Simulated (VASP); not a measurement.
Crystal: Au.

```
Au
1.0
     2.90000    0.00000    0.00000
    -1.45000    2.51147    0.00000
     0.00000    0.00000    4.88000
Au
2
Direct
  0.33333 0.66667 0.75000
  0.66667 0.33333 0.25000
```

- Program: VASP 6.6.1
- Task: relaxation of cell and atoms
- Functional: LDA
- Potentials or basis: VASP PAW LDA potentials, release 64 (Au)
- Cutoff: 600 eV
- k mesh: 9 × 9 × 5
- Occupations: fermi-dirac, width 0.05 eV
- Spin: no spin polarisation

At the start: pressure -10.5 GPa; volume 17.77 Å³/atom.

How do energy, volume and symmetry change on relaxing?

Over 6 steps the energy falls by 40.3 meV/atom and the volume is 16.62 Å³/atom (-6.5 %); space group P6_3/mmc (No. 194, to 0.05 Å).

Step by step:
```
step  energy change (eV)  largest force (eV/Å)  pressure (GPa)  volume (Å³)
   1              0.0000                0.0000          -10.54        35.54
   2              0.1894                0.0000           28.48        29.86
   3             -0.0800                0.0000           -0.37        33.35
   4             -0.0801                0.0000           -0.13        33.30
   5             -0.0801                0.0000            0.14        33.25
   6             -0.0806                0.0000            0.18        33.24
```

Final structure:
```cif
data_structure
_symmetry_space_group_name_H-M 'P 1'
_symmetry_Int_Tables_number 1
_cell_length_a 2.8418
_cell_length_b 2.8418
_cell_length_c 4.7534
_cell_angle_alpha 90.000
_cell_angle_beta 90.000
_cell_angle_gamma 120.000
_cell_volume 33.24
loop_
_atom_site_label
_atom_site_type_symbol
_atom_site_fract_x
_atom_site_fract_y
_atom_site_fract_z
_atom_site_occupancy
Au1 Au 0.33333 0.66667 0.75000 1
Au2 Au 0.66667 0.33333 0.25000 1
```
